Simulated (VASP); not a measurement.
# PtSe (zincblende type) (F-43m) in VASP: further runs

The runs below take PtSe (zincblende type) through single point, relaxation of cell and atoms, with PBE.

All numbers are computed with VASP 6.6.1; they aren't measurements. Logs are shortened: lines on timing, memory, paths and dates and some standing lists are left out, and cuts for length are marked.

## (1) The cell of the first run

The structure is cubic, space group F-43m (No. 216). Conventional cell: a = 5.698 Å, b = 5.698 Å, c = 5.698 Å, α = 90.00°, β = 90.00°, γ = 90.00°. Pt (site symmetry -43m) has 4 Se at 2.47 Å within 3.3 Å. Within 3.3 Å of Se (site symmetry -43m) lie 4 Pt at 2.47 Å.

## (2) Single point, PBE

Input file INCAR:

```
SYSTEM = PtSe
PREC = Accurate
ENCUT = 520
EDIFF = 1E-7
ISMEAR = -1
SIGMA = 0.08
LREAL = .FALSE.
LASPH = .TRUE.
NELM = 60
ALGO = Normal
ISIF = 2
LWAVE = .FALSE.
LCHARG = .FALSE.
GGA = PE
NBANDS = 15
```

Input file KPOINTS:

```
Automatic mesh
0
G
  10 10 10
  0 0 0
```

Input file POSCAR:

```
PtSe
1.0
    0.0000000000      2.8488206804      2.8488206804
    2.8488206804      0.0000000000      2.8488206804
    2.8488206804      2.8488206804      0.0000000000
Pt Se
1 1
Direct
    0.0000000000      0.0000000000      0.0000000000
    0.2500000000      0.2500000000      0.2500000000
```

Potentials or basis: VASP PAW PBE potentials, release 64 (Pt, Se).

Launch:

```console
$ cat potpaw_PBE.64/Pt/POTCAR potpaw_PBE.64/Se/POTCAR > POTCAR
$ mpirun -np 1 vasp_std > vasp.out
```

OUTCAR:

```text
SYSTEM = PtSe
   PREC = Accurate
   ENCUT = 520
   EDIFF = 1E-7
   ISMEAR = -1
   LREAL = .FALSE.
   LASPH = .TRUE.
   NELM = 60
   ISIF = 2
   GGA = PE

 ion  position               nearest neighbor table
   1  0.000  0.000  0.000-   2 2.47   2 2.47   2 2.47   2 2.47
   2  0.250  0.250  0.250-   1 2.47   1 2.47   1 2.47   1 2.47

  LATTYP: Found a face centered cubic cell.
 ALAT       =     5.6976413608

  Lattice vectors:

 A1 = (   0.0000000000,   2.8488206804,   2.8488206804)
 A2 = (   2.8488206804,   0.0000000000,   2.8488206804)
 A3 = (   2.8488206804,   2.8488206804,   0.0000000000)

Analysis of symmetry for initial positions (statically):
=====================================================================
 Subroutine PRICEL returns:
 Original cell was already a primitive cell.

 Routine SETGRP: Setting up the symmetry group for a
 face centered cubic supercell.

 Subroutine GETGRP returns: Found 24 space group operations
 (whereof 24 operations were pure point group operations)
 out of a pool of 48 trial point group operations.

The static configuration has the point symmetry T_d .

Analysis of symmetry for dynamics (positions and initial velocities):
=====================================================================
 Subroutine PRICEL returns:
 Original cell was already a primitive cell.

 Routine SETGRP: Setting up the symmetry group for a
 face centered cubic supercell.

 Subroutine GETGRP returns: Found 24 space group operations
 (whereof 24 operations were pure point group operations)
 out of a pool of 48 trial point group operations.

The dynamic configuration has the point symmetry T_d .

 Subroutine INISYM returns: Found 24 space group operations
 (whereof 24 operations are pure point group operations),
 and found     1 'primitive' translations

----------------------------------------------------------------------------------------

                                     Primitive cell

  volume of cell :      46.2408

  direct lattice vectors                    reciprocal lattice vectors
     0.000000000  2.848820680  2.848820680    -0.175511222  0.175511222  0.175511222
     2.848820680  0.000000000  2.848820680     0.175511222 -0.175511222  0.175511222
     2.848820680  2.848820680  0.000000000     0.175511222  0.175511222 -0.175511222

  length of vectors
     4.028840843  4.028840843  4.028840843     0.303994354  0.303994354  0.303994354

  position of ions in fractional coordinates (direct lattice)
     0.000000000  0.000000000  0.000000000
     0.250000000  0.250000000  0.250000000

  ion indices of the primitive-cell ions
   primitive index   ion index
                 1           1
                 2           2

----------------------------------------------------------------------------------------

 KPOINTS: Automatic mesh

Automatic generation of k-mesh.
 Grid dimensions read from file:
 generate k-points for:   10   10   10

 Generating k-lattice:

  Cartesian coordinates                     Fractional coordinates (reciprocal lattice)
    -0.017551122  0.017551122  0.017551122     0.100000000  0.000000000  0.000000000
     0.017551122 -0.017551122  0.017551122     0.000000000  0.100000000  0.000000000
     0.017551122  0.017551122 -0.017551122     0.000000000  0.000000000  0.100000000

  Length of vectors
     0.030399435  0.030399435  0.030399435

  Shift w.r.t. Gamma in fractional coordinates (k-lattice)
     0.000000000  0.000000000  0.000000000

 Subroutine IBZKPT returns following result:
 ===========================================

 Found     47 irreducible k-points:

 Following reciprocal coordinates:
            Coordinates               Weight
  0.000000  0.000000  0.000000      1.000000
  0.100000  0.000000  0.000000      8.000000
  0.200000  0.000000  0.000000      8.000000
  0.300000  0.000000  0.000000      8.000000
  0.400000  0.000000  0.000000      8.000000
  0.500000  0.000000  0.000000      4.000000
[... 16 lines left out ...]
  0.300000  0.300000  0.000000      6.000000
  0.400000  0.300000  0.000000     24.000000
 [... further k-points ...]
   k-points           NKPTS =     47   k-points in BZ     NKDIM =     47   number of bands    NBANDS=     15
   number of dos      NEDOS =    301   number of ions     NIONS =      2
   total plane-waves  NPLWV =  27000
   dimension x,y,z NGX =    30 NGY =   30 NGZ =   30
   dimension x,y,z NGXF=    60 NGYF=   60 NGZF=   60
   ions per type =               1   1
   NGX,Y,Z   is equivalent  to a cutoff of  12.38, 12.38, 12.38 a.u.
   NGXF,Y,Z  is equivalent  to a cutoff of  24.76, 24.76, 24.76 a.u.
 SYSTEM =  PtSe
   PREC   = accura    normal or accurate (medium, high low for compatibility)
   ISTART =      0    job   : 0-new  1-cont  2-samecut
   ICHARG =      2    charge: 1-file 2-atom 10-const
   ISPIN  =      1    spin polarized calculation?
   LNONCOLLINEAR =      F non collinear calculations
   LSORBIT =      F    spin-orbit coupling
   LASPH  =      T    aspherical Exc in radial PAW
   ENCUT  =  520.0 eV  38.22 Ry    6.18 a.u.   7.49  7.49  7.49*2*pi/ulx,y,z
   NELM   =     60;   NELMIN=  2; NELMDL= -5     # of ELM steps
   EDIFF  = 0.1E-06   stopping-criterion for ELM
   LREAL  =      F    real-space projection
   EDIFFG = 0.1E-05   stopping-criterion for IOM
   NSW    =      0    number of steps for IOM
   IBRION =     -1    ionic relax: 0-MD 1-quasi-New 2-CG
   NFREE  =      0    steps in history (QN), initial steepest desc. (CG)
   ISIF   =      2    stress and relaxation
   ISYM   =      2    0-nonsym 1-usesym 2-fastsym
   POTIM  = 0.5000    time-step for ionic-motion
   TEBEG  =    0.0;   TEEND  =   0.0 temperature during run
   PSTRESS=    0.0 pullay stress
   NELECT =      16.0000    total number of electrons
   NUPDOWN=      -1.0000    fix difference up-down
   EMIN   =  10.00;   EMAX   =-10.00  energy-range for DOS
   EFERMI =   0.00;   METHOD = LEGACY
   ISMEAR =    -1;   SIGMA  =   0.08  broadening in eV -4-tet -1-fermi 0-gaus
   EFERMI_NEDOS =   21; number of points for ismear=-14 and -15
   IALGO  =     38    algorithm
   IMIX   =      4    mixing-type and parameters
     AMIX     =   0.40;   BMIX     =  1.00
     AMIX_MAG =   1.60;   BMIX_MAG =  1.00
  volume/ion in A,a.u.               =      23.12       156.02
  Fermi-wavevector in a.u.,A,eV,Ry     =   1.149317  2.171894 17.972328  1.320929
  Thomas-Fermi vector in A             =   2.285987
   LORBIT       =      0    0 simple, 1 ext, 2 COOP (PROOUT), +10 PAW based schemes
   GGA     = PE    functional components
   LHFCALC =     F    Hartree Fock is set to
   AEXX    =    0.0000 exact exchange contribution
   IVDW    =     0    specifies the selected vdW correction
   LEPSILON=     F    determine dielectric tensor
   LRPA    =     F    only Hartree local field effects (RPA)
 non-spin polarized calculation
  energy-cutoff  :      520.00
  volume of cell :       46.24
 maximum number of plane-waves:      1266
 NGX is ok and might be reduce to    30
   NGX = 15   NGY = 15   NGZ = 15

 number of electron      16.0000002 magnetization

 Free energy of the ion-electron system (eV)
  ---------------------------------------------------
  ext. energy  EPLUGINS =         0.00000000
  ---------------------------------------------------
  free energy    TOTEN  =        -9.56730630 eV

  energy without entropy =       -9.53119607  energy(sigma->0) =       -9.54925119

 E-fermi :   5.0811     XC(G=0): -10.0625

 val. band max:        5.0229980793   @ k =   0.2000   0.0000   0.0000
 cond. band min:       5.0885551516   @ k =   0.5000   0.2000   0.0000
 fundamental gap:      0.0655570723
 Fermi energy:         5.0810589475

 k-point     1 :       0.0000    0.0000    0.0000
  band No.  band energies     occupation
      1      -9.6589      2.00000
      2      -0.4314      2.00000
      3      -0.4314      2.00000
      4      -0.4314      2.00000
      5       2.2372      2.00000
      6       2.2372      2.00000
      7       5.8071      0.00023
      8       7.3706      0.00000
      9       7.3706      0.00000
     10       7.3706      0.00000
     11      11.7748      0.00000
     12      11.7748      0.00000
     13      11.7748      0.00000
     14      15.9901      0.00000
     15      18.3145      0.00000

 k-point     2 :       0.1000    0.0000    0.0000
  band No.  band energies     occupation
      1      -9.5986      2.00000
      2      -0.5202      2.00000
      3      -0.3930      2.00000
      4      -0.3930      2.00000
      5       2.2240      2.00000
      6       2.2240      2.00000
      7       5.7174      0.00070
      8       7.2203      0.00000
      9       7.2203      0.00000
     10       7.2754      0.00000
     11      11.4899      0.00000
     12      11.9527      0.00000
     13      11.9527      0.00000
     14      16.6338      0.00000
     15      17.3639      0.00000

 k-point     3 :       0.2000    0.0000    0.0000
  band No.  band energies     occupation
      1      -9.4361      2.00000
      2      -0.7101      2.00000
      3      -0.2959      2.00000
      4      -0.2959      2.00000
      5       2.2114      2.00000
      6       2.2114      2.00000
      7       5.0230      1.34775
      8       6.8269      0.00000
      9       6.8269      0.00000
     10       7.4317      0.00000
     11      11.3384      0.00000
     12      12.3624      0.00000
     13      12.3624      0.00000
     14      16.4598      0.00000
     15      16.8559      0.00000

 k-point     4 :       0.3000    0.0000    0.0000
  band No.  band energies     occupation
      1      -9.2253      2.00000
      2      -0.8630      2.00000
      3      -0.1866      2.00000
      4      -0.1866      2.00000
      5       2.2509      2.00000
      6       2.2509      2.00000
      7       3.9150      2.00000
      8       6.3214      0.00000
      9       6.3214      0.00000
     10       7.7335      0.00000
     11      11.8455      0.00000
     12      12.7320      0.00000
     13      12.7320      0.00000
     14      16.0137      0.00000
     15      16.9916      0.00000
[... 307 lines left out ...]
 k-point    22 :      -0.2000    0.2000    0.0000
  band No.  band energies     occupation
      1      -9.1527      2.00000
      2      -0.8468      2.00000
      3      -0.1946      2.00000
      4      -0.1204      2.00000
      5       2.0834      2.00000
      6       2.3861      2.00000
      7       4.0696      1.99999
      8       4.8322      1.91471
      9       6.4761      0.00000
     10       8.8204      0.00000
     11      11.5618      0.00000
     12      12.1465      0.00000
     13      12.8716      0.00000
     14      16.1442      0.00000
     15      18.3374      0.00000

 k-point    23 :       0.3000    0.3000    0.0000
  band No.  band energies     occupation
      1      -9.0782      2.00000
      2      -1.2026      2.00000
      3       0.1417      2.00000
      4       0.1417      2.00000
      5       1.8591      2.00000
      6       2.4913      2.00000
      7       4.4249      1.99945
      8       4.9735      1.58657
      9       4.9735      1.58657
     10       9.1012      0.00000
     11      10.0071      0.00000
     12      14.2764      0.00000
     13      14.4579      0.00000
     14      14.4579      0.00000
     15      17.4276      0.00000

 k-point    24 :       0.4000    0.3000    0.0000
  band No.  band energies     occupation
      1      -8.9352      2.00000
      2      -1.2527      2.00000
      3       0.2547      2.00000
      4       0.2908      2.00000
      5       1.9248      2.00000
      6       2.5336      2.00000
      7       3.5594      2.00000
      8       4.5843      1.99599
      9       4.6309      1.99283
     10       9.5263      0.00000
     11      10.2147      0.00000
     12      13.7387      0.00000
     13      14.8905      0.00000
     14      15.7991      0.00000
     15      17.5918      0.00000

 [... further k-points ...]

------------------------ aborting loop because EDIFF is reached ----------------------------------------

  FORCE on cell =-STRESS in cart. coord.  units (eV):
  Direction    XX          YY          ZZ          XY          YZ          ZX
  --------------------------------------------------------------------------------------
  -------------------------------------------------------------------------------------
  Total        0.0003479      0.0003479      0.0003479      0.0000000      0.0000000      0.0000000
  in kB        0.0120531      0.0120531      0.0120531      0.0000000      0.0000000      0.0000000
  external PRESSURE =       0.0120531 kB  Pullay stress =       0.0000000 kB

 VOLUME and BASIS-vectors are now :
 -----------------------------------------------------------------------------
  energy-cutoff  :      520.00
  volume of cell :       46.24
      direct lattice vectors                 reciprocal lattice vectors
     0.000000000  2.848820680  2.848820680    -0.175511222  0.175511222  0.175511222
     2.848820680  0.000000000  2.848820680     0.175511222 -0.175511222  0.175511222
     2.848820680  2.848820680  0.000000000     0.175511222  0.175511222 -0.175511222

 POSITION                                       TOTAL-FORCE (eV/Angst)
 -----------------------------------------------------------------------------------
      0.00000      0.00000      0.00000         0.000000      0.000000      0.000000
      1.42441      1.42441      1.42441        -0.000000     -0.000000     -0.000000
 -----------------------------------------------------------------------------------
    total drift:                                0.000000      0.000000      0.000000

  FREE ENERGIE OF THE ION-ELECTRON SYSTEM (eV)
  ---------------------------------------------------
  free  energy   TOTEN  =        -9.5673063038 eV

  energy  without entropy=       -9.5311960735  energy(sigma->0) =       -9.54925119
```

Run time: 31 s. Hardware: 1 thread of Intel Xeon Platinum 8375C at 2.90GHz (Ice Lake), shared host; peak memory 0.19 GiB.

Results:

| Quantity | Value |
| --- | --- |
| Free energy | -9.5673 eV |
| Pressure | 0.0 GPa |
| Band gap on the k mesh | zero (band 8 reaches 7.37 eV, above the bottom of band 9 at 3.79 eV) |

Caveat: spin-orbit coupling is left out, which moves the levels of the heavy elements.

## (3) Relaxation of cell and atoms, PBE

This run uses another cell than the first one, of 24.13 Å³/atom, 1.044 times its volume.

Input file INCAR:

```
  PREC = Accurate
  ENCUT = 600
  EDIFF = 1E-7
  ISMEAR = -1
  SIGMA = 0.08
  LREAL = False
  LASPH = True
  NELM = 100
  ALGO = Normal
  ISIF = 3
  LWAVE = False
  LCHARG = False
  GGA = PE
  IBRION = 2
  NSW = 100
  EDIFFG = -0.005
```

Input file KPOINTS:

```
regular mesh
0
Gamma
  10 10 10
```

Input file POSCAR:

```
PtSe
1.0
    0.0000000000      2.8896032426      2.8896032426
    2.8896032426      0.0000000000      2.8896032426
    2.8896032426      2.8896032426      0.0000000000
Pt Se
1 1
Direct
    0.0000000000      0.0000000000      0.0000000000
    0.2500000000      0.2500000000      0.2500000000
```

Potentials or basis: VASP PAW PBE potentials, release 64 (Pt, Se).

Launch:

```console
$ cat potpaw_PBE.64/Pt/POTCAR potpaw_PBE.64/Se/POTCAR > POTCAR
$ mpirun -np 1 vasp_std > vasp.out
```

Wall time 76 s (1 thread of Intel Xeon Platinum 8375C at 2.90GHz (Ice Lake), shared host); peak memory 0.23 GiB.

Results (log left out):

```yaml
Free_energy: -9.5677 eV
Relaxed_volume: 23.13 Å³/atom
Relaxed_cell: a = 4.030 Å, b = 4.030 Å, c = 4.030 Å, α = 60.00°, β = 60.00°, γ = 60.00°
Space_group_after_relaxing_to_0.05_Å: F-43m (No. 216)
Energy_gained_by_relaxing: 11.9 meV/atom
Ionic_steps: 3
Pressure_after_relaxing: 0.0 GPa
Band_gap_on_the_k_mesh: zero (band 8 reaches 7.36 eV, above the bottom of band 9 at 3.78 eV)
```

Step by step:
| step | energy change (eV) | largest force (eV/Å) | pressure (GPa) | volume (Å³) |
| --- | --- | --- | --- | --- |
| 1 | 0.0000 | 0.0000 | -3.63 | 48.26 |
| 2 | -0.0029 | 0.0000 | 4.03 | 44.53 |
| 3 | -0.0237 | 0.0000 | -0.02 | 46.27 |

Final structure:
```
Pt Se
1.0
     0.00000    2.84935    2.84935
     2.84935    0.00000    2.84935
     2.84935    2.84935    0.00000
Pt Se
1 1
Direct
  0.00000 0.00000 0.00000
  0.25000 0.25000 0.25000
```

Levels at points of the mesh, in eV from the Fermi level:
```csv
k point,band 4,band 5,band 6,band 7,band 8,band 9,band 10,band 11,band 12
"(0.00, 0.00, 0.00)",-5.51,-2.84,-2.84,0.72,2.29,2.29,2.29,6.69,6.69
"(0.50, 0.00, 0.00)",-5.16,-2.68,-2.68,-2.46,0.61,0.61,2.80,7.86,7.86
"(0.50, 0.50, 0.00)",-4.43,-2.84,-2.45,-2.45,-1.29,-1.29,4.51,5.13,9.82
```

Caveat: spin-orbit coupling is left out, which moves the levels of the heavy elements.
